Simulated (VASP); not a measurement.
# Ti (Im-3m) in VASP: density of states with PBE

Aim: the density of states of Ti with PBE.

Program: VASP 6.6.1. These are calculated values, not measurements. Logs are shortened: lines on timing, memory, paths and dates and some standing lists are left out, and cuts for length are marked.

## (1) The cell of the first run

Symmetry: Im-3m, No. 229, cubic system. Conventional cell: a = 3.282 Å, b = 3.282 Å, c = 3.282 Å, α = 90.00°, β = 90.00°, γ = 90.00°. Ti (site symmetry m-3m) has 14 Ti at 2.84 to 3.28 Å within 3.7 Å.

## (2) Density of states, PBE

Input file POSCAR:

```
Ti
1.0
   -1.6410000000      1.6410000000      1.6410000000
    1.6410000000     -1.6410000000      1.6410000000
    1.6410000000      1.6410000000     -1.6410000000
Ti
1
Direct
    0.0000000000      0.0000000000      0.0000000000
```

Input file INCAR.step1:

```
SYSTEM = Ti
PREC = Accurate
ENCUT = 520
EDIFF = 1E-7
ISMEAR = 0
SIGMA = 0.05
LREAL = .False.
LASPH = .True.
NELM = 60
ALGO = Normal
ISIF = 2
LWAVE = .False.
LCHARG = .True.
LMAXMIX = 4
GGA = PE
NBANDS = 12
```

Input file KPOINTS.step1:

```
regular mesh
0
Gamma
  14 14 14
  0 0 0
```

Input file INCAR.step2:

```
SYSTEM = Ti
PREC = Accurate
ENCUT = 520
EDIFF = 1E-7
ISMEAR = -5
SIGMA = 0.05
LREAL = .False.
LASPH = .True.
NELM = 60
ALGO = Normal
ISIF = 2
LWAVE = .False.
LCHARG = .False.
LMAXMIX = 4
GGA = PE
LORBIT = 11
NEDOS = 2001
ICHARG = 11
```

Input file KPOINTS.step2:

```
regular mesh
0
Gamma
  21 21 21
  0 0 0
```

Potentials or basis: VASP PAW PBE potentials, release 64 (Ti_sv).

Launch:

```
$ cat potpaw_PBE.64/Ti_sv/POTCAR > POTCAR
$ cp INCAR.step1 INCAR
$ cp KPOINTS.step1 KPOINTS
$ mpirun -np 1 vasp_std > vasp.out
$ cp INCAR.step2 INCAR
$ cp KPOINTS.step2 KPOINTS
$ mpirun -np 1 vasp_std > vasp.out
```

OUTCAR:

```text
SYSTEM = Ti
   PREC = Accurate
   ENCUT = 520
   EDIFF = 1E-7
   ISMEAR = -5
   LREAL = .False.
   LASPH = .True.
   NELM = 60
   ISIF = 2
   GGA = PE
   LORBIT = 11
   ICHARG = 11

 ion  position               nearest neighbor table
   1  0.000  0.000  0.000-

  LATTYP: Found a body centered cubic cell.
 ALAT       =     3.2820000000

  Lattice vectors:

 A1 = (  -1.6410000000,   1.6410000000,   1.6410000000)
 A2 = (   1.6410000000,  -1.6410000000,   1.6410000000)
 A3 = (   1.6410000000,   1.6410000000,  -1.6410000000)

Analysis of symmetry for initial positions (statically):
=====================================================================
 Subroutine PRICEL returns:
 Original cell was already a primitive cell.

 Routine SETGRP: Setting up the symmetry group for a
 body centered cubic supercell.

 Subroutine GETGRP returns: Found 48 space group operations
 (whereof 48 operations were pure point group operations)
 out of a pool of 48 trial point group operations.

The static configuration has the point symmetry O_h .

Analysis of symmetry for dynamics (positions and initial velocities):
=====================================================================
 Subroutine PRICEL returns:
 Original cell was already a primitive cell.

 Routine SETGRP: Setting up the symmetry group for a
 body centered cubic supercell.

 Subroutine GETGRP returns: Found 48 space group operations
 (whereof 48 operations were pure point group operations)
 out of a pool of 48 trial point group operations.

The dynamic configuration has the point symmetry O_h .

 Subroutine INISYM returns: Found 48 space group operations
 (whereof 48 operations are pure point group operations),
 and found     1 'primitive' translations

----------------------------------------------------------------------------------------

                                     Primitive cell

  volume of cell :      17.6761

  direct lattice vectors                    reciprocal lattice vectors
    -1.641000000  1.641000000  1.641000000     0.000000000  0.304692261  0.304692261
     1.641000000 -1.641000000  1.641000000     0.304692261  0.000000000  0.304692261
     1.641000000  1.641000000 -1.641000000     0.304692261  0.304692261  0.000000000

  length of vectors
     2.842295375  2.842295375  2.842295375     0.430899928  0.430899928  0.430899928

  position of ions in fractional coordinates (direct lattice)
     0.000000000  0.000000000  0.000000000
[... 80 lines left out ...]
   EDIFFG = 0.1E-05   stopping-criterion for IOM
   NSW    =      0    number of steps for IOM
   IBRION =     -1    ionic relax: 0-MD 1-quasi-New 2-CG
   NFREE  =      0    steps in history (QN), initial steepest desc. (CG)
   ISIF   =      2    stress and relaxation
   ISYM   =      2    0-nonsym 1-usesym 2-fastsym
   POTIM  = 0.5000    time-step for ionic-motion
   TEBEG  =    0.0;   TEEND  =   0.0 temperature during run
   PSTRESS=    0.0 pullay stress
   NELECT =      12.0000    total number of electrons
   NUPDOWN=      -1.0000    fix difference up-down
   EMIN   =  10.00;   EMAX   =-10.00  energy-range for DOS
   EFERMI =   0.00;   METHOD = LEGACY
   ISMEAR =    -5;   SIGMA  =   0.05  broadening in eV -4-tet -1-fermi 0-gaus
   EFERMI_NEDOS =   21; number of points for ismear=-14 and -15
   IALGO  =     38    algorithm
   IMIX   =      4    mixing-type and parameters
     AMIX     =   0.40;   BMIX     =  1.00
     AMIX_MAG =   1.60;   BMIX_MAG =  1.00
  volume/ion in A,a.u.               =      17.68       119.28
  Fermi-wavevector in a.u.,A,eV,Ry     =   1.438821  2.718977 28.166848  2.070205
  Thomas-Fermi vector in A             =   2.557745
   LORBIT       =     11    0 simple, 1 ext, 2 COOP (PROOUT), +10 PAW based schemes
   GGA     = PE    functional components
   LHFCALC =     F    Hartree Fock is set to
   AEXX    =    0.0000 exact exchange contribution
   IVDW    =     0    specifies the selected vdW correction
   LEPSILON=     F    determine dielectric tensor
   LRPA    =     F    only Hartree local field effects (RPA)
 non-spin polarized calculation
 Fermi weights with tetrahedron method with Bloechl corrections
  energy-cutoff  :      520.00
  volume of cell :       17.68
 maximum number of plane-waves:       487
 NGX is ok and might be reduce to    24

 number of electron      12.0000001 magnetization

 Free energy of the ion-electron system (eV)
  ---------------------------------------------------
  ext. energy  EPLUGINS =         0.00000000
  ---------------------------------------------------
  free energy    TOTEN  =        -7.72084610 eV

  energy without entropy =       -7.72084610  energy(sigma->0) =       -7.72084610

 E-fermi :   7.9023     XC(G=0): -11.4122

 val. band max:        7.9175438358   @ k =  -0.3810   0.3810   0.0952
 cond. band min:       7.8692008681   @ k =  -0.4286  -0.4286   0.0952
 fundamental gap:     -0.0483429678
 Fermi energy:         7.9023169984

 k-point     1 :       0.0000    0.0000    0.0000
  band No.  band energies     occupation
      1     -48.6669      2.00000
      2     -24.5430      2.00000
      3     -24.5430      2.00000
      4     -24.5430      2.00000
      5       1.9905      2.00000
      6       8.8739      0.00000
      7       8.8739      0.00000
      8       8.8739      0.00000
      9      10.5920      0.00000
     10      10.5920      0.00000
[... 287 lines left out ...]
 k-point    24 :       0.1905    0.0952    0.0000
  band No.  band energies     occupation
      1     -48.6052      2.00000
      2     -24.8620      2.00000
      3     -24.6371      2.00000
      4     -24.5634      2.00000
      5       3.8955      2.00000
      6       8.1760     -0.01624
      7       8.2658     -0.00016
      8      10.1743      0.00000
      9      10.3446      0.00000
     10      10.7785      0.00000

 [... further k-points ...]
[... 5 lines left out ...]
  --------------------------------------------------------------------------------------
  -------------------------------------------------------------------------------------
  Total       -0.2760623     -0.2760623     -0.2760623      0.0000000      0.0000000      0.0000000
  in kB      -25.0225761    -25.0225761    -25.0225761      0.0000000      0.0000000      0.0000000
  external PRESSURE =     -25.0225761 kB  Pullay stress =       0.0000000 kB

 VOLUME and BASIS-vectors are now :
 -----------------------------------------------------------------------------
  energy-cutoff  :      520.00
  volume of cell :       17.68
      direct lattice vectors                 reciprocal lattice vectors
    -1.641000000  1.641000000  1.641000000     0.000000000  0.304692261  0.304692261
     1.641000000 -1.641000000  1.641000000     0.304692261  0.000000000  0.304692261
     1.641000000  1.641000000 -1.641000000     0.304692261  0.304692261  0.000000000

 POSITION                                       TOTAL-FORCE (eV/Angst)
 -----------------------------------------------------------------------------------
      0.00000      0.00000      0.00000         0.000000     -0.000000      0.000000
 -----------------------------------------------------------------------------------
    total drift:                                0.000000     -0.000000     -0.000000

  FREE ENERGIE OF THE ION-ELECTRON SYSTEM (eV)
  ---------------------------------------------------
  free  energy   TOTEN  =        -7.7208460952 eV

  energy  without entropy=       -7.7208460952  energy(sigma->0) =       -7.72084610

 total charge

# of ion       s       p       d       tot
------------------------------------------
    1        2.239   6.108   1.897  10.245
```

OUTCAR.step1:

```text
SYSTEM = Ti
   PREC = Accurate
   ENCUT = 520
   EDIFF = 1E-7
   ISMEAR = 0
   LREAL = .False.
   LASPH = .True.
   NELM = 60
[... 577 lines left out ...]
 -----------------------------------------------------------------------------------
      0.00000      0.00000      0.00000        -0.000000      0.000000      0.000000
 -----------------------------------------------------------------------------------
    total drift:                                0.000000      0.000000      0.000000

  FREE ENERGIE OF THE ION-ELECTRON SYSTEM (eV)
  ---------------------------------------------------
  free  energy   TOTEN  =        -7.7204938984 eV

  energy  without entropy=       -7.7163736381  energy(sigma->0) =       -7.71843377
```

Run time: 44 s. Hardware: 1 thread of Intel Xeon Platinum 8259CL at 2.50GHz (Skylake/Cascade Lake), shared host; peak memory 0.19 GiB.

What came out:

```yaml
Valence_electrons_inside_the_program's_atomic_spheres: Ti 10.24
```

Levels at points of the mesh, in eV from the Fermi level:
```tsv
k point	band 3	band 4	band 5	band 6	band 7	band 8	band 9	band 10
(0.00, 0.00, 0.00)	-32.45	-32.45	-5.91	0.97	0.97	0.97	2.69	2.69
```

Caveat: tetrahedron occupations give inexact forces and stress in metals.
